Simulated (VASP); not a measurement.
# Ge (I4_1/amd) in VASP: a series of runs

The runs below take Ge through single point, with PBE.

All numbers are computed with VASP 6.6.1; they aren't measurements. Logs are shortened: lines on timing, memory, paths and dates and some standing lists are left out, and cuts for length are marked.

### 1 The cell of the first run

The structure is tetragonal, space group I4_1/amd (No. 141). Conventional cell: a = 5.149 Å, b = 5.149 Å, c = 2.795 Å, α = 90.00°, β = 90.00°, γ = 90.00°. Within 3.5 Å of Ge (site symmetry -4m2) lie 10 Ge at 2.67 to 3.32 Å.

### 2 Single point, PBE

INCAR reads:

```
PREC = Accurate ; ENCUT = 520
EDIFF = 1E-7 ; ISMEAR = 0
SIGMA = 0.013000000000000001 ; LREAL = False
LASPH = True ; NELM = 80
ALGO = Normal ; ISIF = 2
LWAVE = False ; LCHARG = True
GGA = PE ; LELF = True
LVHAR = True ; NBANDS = 21
```

KPOINTS reads:

```
regular mesh
0
Gamma
  11 11 11
```

POSCAR reads:

```
Ge
1.0
   -2.5744897190      2.5744897190      1.3974126432
    2.5744897190     -2.5744897190      1.3974126432
    2.5744897190      2.5744897190     -1.3974126432
Ge
2
Direct
    0.5000000000      0.5000000000      0.0000000000
    0.2500000000      0.7500000000      0.5000000000
```

Potentials or basis: VASP PAW PBE potentials, release 64 (Ge_d).

Command:

```
> cat potpaw_PBE.64/Ge_d/POTCAR > POTCAR
> mpirun -np 1 vasp_std > vasp.out
```

OUTCAR:

```text
PREC = Accurate
   ENCUT = 520
   EDIFF = 1E-7
   ISMEAR = 0
   LREAL = False
   LASPH = True
   NELM = 80
   ISIF = 2
   GGA = PE

 ion  position               nearest neighbor table
   1  0.500  0.500  0.000-   2 2.67   2 2.67   2 2.67   2 2.67
   2  0.250  0.750  0.500-   1 2.67   1 2.67   1 2.67   1 2.67

  LATTYP: Found a body centered tetragonal cell.
 ALAT       =     5.1489794380
 C/A-ratio  =     0.5427920853

  Lattice vectors:

 A1 = (  -2.5744897190,   2.5744897190,   1.3974126432)
 A2 = (   2.5744897190,  -2.5744897190,   1.3974126432)
 A3 = (   2.5744897190,   2.5744897190,  -1.3974126432)

Analysis of symmetry for initial positions (statically):
=====================================================================
 Subroutine PRICEL returns:
 Original cell was already a primitive cell.

 Routine SETGRP: Setting up the symmetry group for a
 body centered tetragonal supercell.

 Subroutine GETGRP returns: Found 16 space group operations
 (whereof  8 operations were pure point group operations)
 out of a pool of 16 trial point group operations.

The static configuration has the point symmetry D_2d.
 The point group associated with its full space group is D_4h.

Analysis of symmetry for dynamics (positions and initial velocities):
=====================================================================
 Subroutine PRICEL returns:
 Original cell was already a primitive cell.

 Routine SETGRP: Setting up the symmetry group for a
 body centered tetragonal supercell.

 Subroutine GETGRP returns: Found 16 space group operations
 (whereof  8 operations were pure point group operations)
 out of a pool of 16 trial point group operations.

The dynamic configuration has the point symmetry D_2d.
 The point group associated with its full space group is D_4h.

 Subroutine INISYM returns: Found 16 space group operations
 (whereof  8 operations are pure point group operations),
 and found     1 'primitive' translations

----------------------------------------------------------------------------------------

                                     Primitive cell

  volume of cell :      37.0482

  direct lattice vectors                    reciprocal lattice vectors
    -2.574489719  2.574489719  1.397412643     0.000000000  0.194213244  0.357804119
     2.574489719 -2.574489719  1.397412643     0.194213244  0.000000000  0.357804119
     2.574489719  2.574489719 -1.397412643     0.194213244  0.194213244  0.000000000

  length of vectors
     3.899840602  3.899840602  3.899840602     0.407114937  0.407114937  0.274659004

  position of ions in fractional coordinates (direct lattice)
     0.500000000  0.500000000  0.000000000
     0.250000000  0.750000000  0.500000000

  ion indices of the primitive-cell ions
   primitive index   ion index
                 1           1
                 2           2

----------------------------------------------------------------------------------------

 KPOINTS: regular mesh

Automatic generation of k-mesh.
 Grid dimensions read from file:
 generate k-points for:   11   11   11

 Generating k-lattice:

  Cartesian coordinates                     Fractional coordinates (reciprocal lattice)
     0.000000000  0.017655749  0.032527647     0.090909091 -0.000000000  0.000000000
     0.017655749  0.000000000  0.032527647    -0.000000000  0.090909091  0.000000000
     0.017655749  0.017655749  0.000000000     0.000000000  0.000000000  0.090909091

  Length of vectors
     0.037010449  0.037010449  0.024969000

  Shift w.r.t. Gamma in fractional coordinates (k-lattice)
     0.000000000  0.000000000  0.000000000

 Subroutine IBZKPT returns following result:
 ===========================================

 Found    126 irreducible k-points:

 Following reciprocal coordinates:
            Coordinates               Weight
  0.000000  0.000000  0.000000      1.000000
  0.090909  0.000000 -0.000000      8.000000
  0.181818  0.000000 -0.000000      8.000000
  0.272727  0.000000  0.000000      8.000000
  0.363636  0.000000 -0.000000      8.000000
  0.454545  0.000000 -0.000000      8.000000
[... 16 lines left out ...]
 -0.272727  0.181818  0.000000     16.000000
 -0.181818  0.181818  0.000000      4.000000
 [... further k-points ...]
   k-points           NKPTS =    126   k-points in BZ     NKDIM =    126   number of bands    NBANDS=     21
   number of dos      NEDOS =    301   number of ions     NIONS =      2
   total plane-waves  NPLWV =  27000
   dimension x,y,z NGX =    30 NGY =   30 NGZ =   30
   dimension x,y,z NGXF=    60 NGYF=   60 NGZF=   60
   ions per type =               2
   NGX,Y,Z   is equivalent  to a cutoff of  12.79, 12.79, 12.79 a.u.
   NGXF,Y,Z  is equivalent  to a cutoff of  25.58, 25.58, 25.58 a.u.
 SYSTEM =  unknown system
   PREC   = accura    normal or accurate (medium, high low for compatibility)
   ISTART =      0    job   : 0-new  1-cont  2-samecut
   ICHARG =      2    charge: 1-file 2-atom 10-const
   ISPIN  =      1    spin polarized calculation?
   LNONCOLLINEAR =      F non collinear calculations
   LSORBIT =      F    spin-orbit coupling
   LASPH  =      T    aspherical Exc in radial PAW
   ENCUT  =  520.0 eV  38.22 Ry    6.18 a.u.   7.25  7.25  7.25*2*pi/ulx,y,z
   NELM   =     80;   NELMIN=  2; NELMDL= -5     # of ELM steps
   EDIFF  = 0.1E-06   stopping-criterion for ELM
   LREAL  =      F    real-space projection
   EDIFFG = 0.1E-05   stopping-criterion for IOM
   NSW    =      0    number of steps for IOM
   IBRION =     -1    ionic relax: 0-MD 1-quasi-New 2-CG
   NFREE  =      0    steps in history (QN), initial steepest desc. (CG)
   ISIF   =      2    stress and relaxation
   ISYM   =      2    0-nonsym 1-usesym 2-fastsym
   POTIM  = 0.5000    time-step for ionic-motion
   TEBEG  =    0.0;   TEEND  =   0.0 temperature during run
   PSTRESS=    0.0 pullay stress
   NELECT =      28.0000    total number of electrons
   NUPDOWN=      -1.0000    fix difference up-down
   EMIN   =  10.00;   EMAX   =-10.00  energy-range for DOS
   EFERMI =   0.00;   METHOD = LEGACY
   ISMEAR =     0;   SIGMA  =   0.01  broadening in eV -4-tet -1-fermi 0-gaus
   EFERMI_NEDOS =   21; number of points for ismear=-14 and -15
   IALGO  =     38    algorithm
   IMIX   =      4    mixing-type and parameters
     AMIX     =   0.40;   BMIX     =  1.00
     AMIX_MAG =   1.60;   BMIX_MAG =  1.00
  volume/ion in A,a.u.               =      18.52       125.01
  Fermi-wavevector in a.u.,A,eV,Ry     =   1.491209  2.817976 30.255333  2.223704
  Thomas-Fermi vector in A             =   2.603893
   LORBIT       =      0    0 simple, 1 ext, 2 COOP (PROOUT), +10 PAW based schemes
   GGA     = PE    functional components
   LHFCALC =     F    Hartree Fock is set to
   AEXX    =    0.0000 exact exchange contribution
   IVDW    =     0    specifies the selected vdW correction
   LEPSILON=     F    determine dielectric tensor
   LRPA    =     F    only Hartree local field effects (RPA)
 non-spin polarized calculation
 Gauss-broadening in eV      SIGMA  =   0.01
  energy-cutoff  :      520.00
  volume of cell :       37.05
 maximum number of plane-waves:      1029
 NGX is ok and might be reduce to    30
   NGX = 15   NGY = 15   NGZ = 15

 number of electron      28.0000028 magnetization

 Free energy of the ion-electron system (eV)
  ---------------------------------------------------
  ext. energy  EPLUGINS =         0.00000000
  ---------------------------------------------------
  free energy    TOTEN  =        -8.55979661 eV

  energy without entropy =       -8.55959497  energy(sigma->0) =       -8.55969579

 E-fermi :   6.8508     XC(G=0): -11.3192

 val. band max:        6.8465249859   @ k =  -0.4545   0.0909   0.0000
 cond. band min:       6.8576945426   @ k =   0.2727   0.0909   0.0909
 fundamental gap:      0.0111695566
 Fermi energy:         6.8508102086

 k-point     1 :       0.0000    0.0000    0.0000
  band No.  band energies     occupation
      1     -17.9537      2.00000
      2     -17.9094      2.00000
      3     -17.8782      2.00000
      4     -17.8772      2.00000
      5     -17.7719      2.00000
      6     -17.7719      2.00000
[... 13 lines left out ...]
     20      18.3564      0.00000
     21      19.3367      0.00000

 k-point     2 :       0.0909    0.0000   -0.0000
  band No.  band energies     occupation
      1     -17.9505      2.00000
      2     -17.8984      2.00000
      3     -17.8740      2.00000
      4     -17.8639      2.00000
      5     -17.7804      2.00000
      6     -17.7790      2.00000
[... 13 lines left out ...]
     20      18.2560      0.00000
     21      18.9097      0.00000

 k-point     3 :       0.1818    0.0000   -0.0000
  band No.  band energies     occupation
      1     -17.9407      2.00000
      2     -17.8714      2.00000
      3     -17.8627      2.00000
      4     -17.8353      2.00000
      5     -17.7978      2.00000
      6     -17.7846      2.00000
[... 13 lines left out ...]
     20      16.6480      0.00000
     21      17.4925      0.00000

 k-point     4 :       0.2727    0.0000    0.0000
  band No.  band energies     occupation
      1     -17.9276      2.00000
      2     -17.8500      2.00000
      3     -17.8483      2.00000
      4     -17.8257      2.00000
      5     -17.8148      2.00000
      6     -17.7854      2.00000
[... 13 lines left out ...]
     20      15.3774      0.00000
     21      17.7522      0.00000

 k-point     5 :       0.3636    0.0000   -0.0000
  band No.  band energies     occupation
      1     -17.9164      2.00000
      2     -17.8507      2.00000
      3     -17.8456      2.00000
      4     -17.8367      2.00000
      5     -17.8149      2.00000
      6     -17.7972      2.00000
[... 13 lines left out ...]
     20      15.6797      0.00000
     21      18.8166      0.00000
[... 382 lines left out ...]
     20      17.2938      0.00000
     21      17.8692      0.00000

 k-point    22 :      -0.3636    0.1818    0.0000
  band No.  band energies     occupation
      1     -17.9142      2.00000
      2     -17.8785      2.00000
      3     -17.8593      2.00000
      4     -17.8373      2.00000
      5     -17.8011      2.00000
      6     -17.7796      2.00000
[... 13 lines left out ...]
     20      17.5189      0.00000
     21      18.7031      0.00000

 k-point    23 :      -0.2727    0.1818    0.0000
  band No.  band energies     occupation
      1     -17.9263      2.00000
      2     -17.9026      2.00000
      3     -17.8789      2.00000
      4     -17.8521      2.00000
      5     -17.7880      2.00000
      6     -17.7675      2.00000
[... 13 lines left out ...]
     20      19.1947      0.00000
     21      19.8095      0.00000

 k-point    24 :      -0.1818    0.1818    0.0000
  band No.  band energies     occupation
      1     -17.9363      2.00000
      2     -17.9122      2.00000
      3     -17.8866      2.00000
      4     -17.8627      2.00000
      5     -17.7799      2.00000
      6     -17.7639      2.00000
[... 13 lines left out ...]
     20      19.0107      0.00000
     21      19.4198      0.00000

 [... further k-points ...]

------------------------ aborting loop because EDIFF is reached ----------------------------------------

  FORCE on cell =-STRESS in cart. coord.  units (eV):
  Direction    XX          YY          ZZ          XY          YZ          ZX
  --------------------------------------------------------------------------------------
  -------------------------------------------------------------------------------------
  Total        0.7120376      0.7120376      0.8401050      0.0000000     -0.0000000      0.0000000
  in kB       30.7926134     30.7926134     36.3309862      0.0000000     -0.0000000      0.0000000
  external PRESSURE =      32.6387376 kB  Pullay stress =       0.0000000 kB

 VOLUME and BASIS-vectors are now :
 -----------------------------------------------------------------------------
  energy-cutoff  :      520.00
  volume of cell :       37.05
      direct lattice vectors                 reciprocal lattice vectors
    -2.574489719  2.574489719  1.397412643     0.000000000  0.194213244  0.357804119
     2.574489719 -2.574489719  1.397412643     0.194213244  0.000000000  0.357804119
     2.574489719  2.574489719 -1.397412643     0.194213244  0.194213244  0.000000000

 POSITION                                       TOTAL-FORCE (eV/Angst)
 -----------------------------------------------------------------------------------
      0.00000      0.00000      1.39741        -0.000000      0.000000      0.000000
      2.57449      0.00000      0.69871         0.000000     -0.000000     -0.000000
 -----------------------------------------------------------------------------------
    total drift:                                0.000000     -0.000000      0.000000

  FREE ENERGIE OF THE ION-ELECTRON SYSTEM (eV)
  ---------------------------------------------------
  free  energy   TOTEN  =        -8.5597966116 eV

  energy  without entropy=       -8.5595949739  energy(sigma->0) =       -8.55969579
```

Run time: 51 s. Hardware: 1 thread of Intel Xeon 6975P-C (Granite Rapids), shared host; peak memory 0.21 GiB.

Results:

| Quantity | Value |
| --- | --- |
| Free energy | -8.5598 eV |
| Pressure | 3.3 GPa |
| Band gap on the k mesh | zero (bands 14 and 15 overlap by 4.71 eV) |

Levels at points of the mesh, in eV from the Fermi level:
```csv
k point,band 12,band 13,band 14,band 15,band 16,band 17
"(0.00, 0.00, 0.00)",-4.11,-2.39,-2.39,3.24,7.55,7.55
```

Caveat: the cell stands under pressure.

### 3 Single point, PBE

INCAR reads:

```
SYSTEM = Ge
PREC = Accurate
ENCUT = 520
EDIFF = 1E-7
ISMEAR = 0
SIGMA = 0.017
LREAL = .FALSE.
LASPH = .TRUE.
NELM = 80
ALGO = Normal
ISIF = 2
LWAVE = .FALSE.
LCHARG = .TRUE.
GGA = PE
LELF = .TRUE.
LVHAR = .TRUE.
NBANDS = 21
```

KPOINTS reads:

```
Automatic mesh
0
G
  11 11 11
  0 0 0
```

POSCAR is that of step 2.

Potentials or basis: VASP PAW PBE potentials, release 64 (Ge_d).

Command:

```
> cat potpaw_PBE.64/Ge_d/POTCAR > POTCAR
> mpirun -np 1 vasp_std > vasp.out
```

OUTCAR:

```text
SYSTEM = Ge
   PREC = Accurate
   ENCUT = 520
   EDIFF = 1E-7
   ISMEAR = 0
   LREAL = .FALSE.
   LASPH = .TRUE.
   NELM = 80
   ISIF = 2
   GGA = PE

 ion  position               nearest neighbor table
   1  0.500  0.500  0.000-   2 2.67   2 2.67   2 2.67   2 2.67
   2  0.250  0.750  0.500-   1 2.67   1 2.67   1 2.67   1 2.67

  LATTYP: Found a body centered tetragonal cell.
 ALAT       =     5.1489794380
 C/A-ratio  =     0.5427920853

  Lattice vectors:

[... 767 lines left out ...]

  FORCE on cell =-STRESS in cart. coord.  units (eV):
  Direction    XX          YY          ZZ          XY          YZ          ZX
  --------------------------------------------------------------------------------------
  -------------------------------------------------------------------------------------
  Total        0.7146811      0.7146811      0.8298402      0.0000000      0.0000000      0.0000000
  in kB       30.9069307     30.9069307     35.8870748      0.0000000      0.0000000      0.0000000
  external PRESSURE =      32.5669787 kB  Pullay stress =       0.0000000 kB

 VOLUME and BASIS-vectors are now :
 -----------------------------------------------------------------------------
  energy-cutoff  :      520.00
  volume of cell :       37.05
      direct lattice vectors                 reciprocal lattice vectors
    -2.574489719  2.574489719  1.397412643     0.000000000  0.194213244  0.357804119
     2.574489719 -2.574489719  1.397412643     0.194213244  0.000000000  0.357804119
     2.574489719  2.574489719 -1.397412643     0.194213244  0.194213244  0.000000000

 POSITION                                       TOTAL-FORCE (eV/Angst)
 -----------------------------------------------------------------------------------
      0.00000      0.00000      1.39741        -0.000000      0.000000      0.000000
      2.57449      0.00000      0.69871         0.000000     -0.000000     -0.000000
 -----------------------------------------------------------------------------------
    total drift:                                0.000000     -0.000000      0.000000

  FREE ENERGIE OF THE ION-ELECTRON SYSTEM (eV)
  ---------------------------------------------------
  free  energy   TOTEN  =        -8.5598662200 eV

  energy  without entropy=       -8.5595387414  energy(sigma->0) =       -8.55970248
```

stdout:

```text
POSCAR found type information on POSCAR Ge
 POSCAR found :  1 types and       2 ions
 scaLAPACK will be used
 LDA part: xc-table for (Slater+PW92), standard interpolation
 POSCAR, INCAR and KPOINTS ok, starting setup
 FFT: planning ... GRIDC
 FFT: planning ... GRID_SOFT
 FFT: planning ... GRID
 WAVECAR not read
 entering main loop
```

Run time: 50 s. Hardware: 1 thread of Intel Xeon 6975P-C (Granite Rapids), shared host; peak memory 0.21 GiB.

Results:

| Quantity | Value |
| --- | --- |
| Free energy | -8.5599 eV |
| Pressure | 3.3 GPa |
| Band gap on the k mesh | zero (bands 14 and 15 overlap by 4.71 eV) |

Levels at points of the mesh, in eV from the Fermi level:
| k point | band 10 | band 11 | band 12 | band 13 | band 14 | band 15 | band 16 | band 17 | band 18 | band 19 |
| --- | --- | --- | --- | --- | --- | --- | --- | --- | --- | --- |
| (0.00, 0.00, 0.00) | -24.49 | -13.36 | -4.11 | -2.39 | -2.39 | 3.24 | 7.55 | 7.55 | 8.11 | 8.32 |

Caveat: the cell stands under pressure.

(Continued in part 2 of 2.)
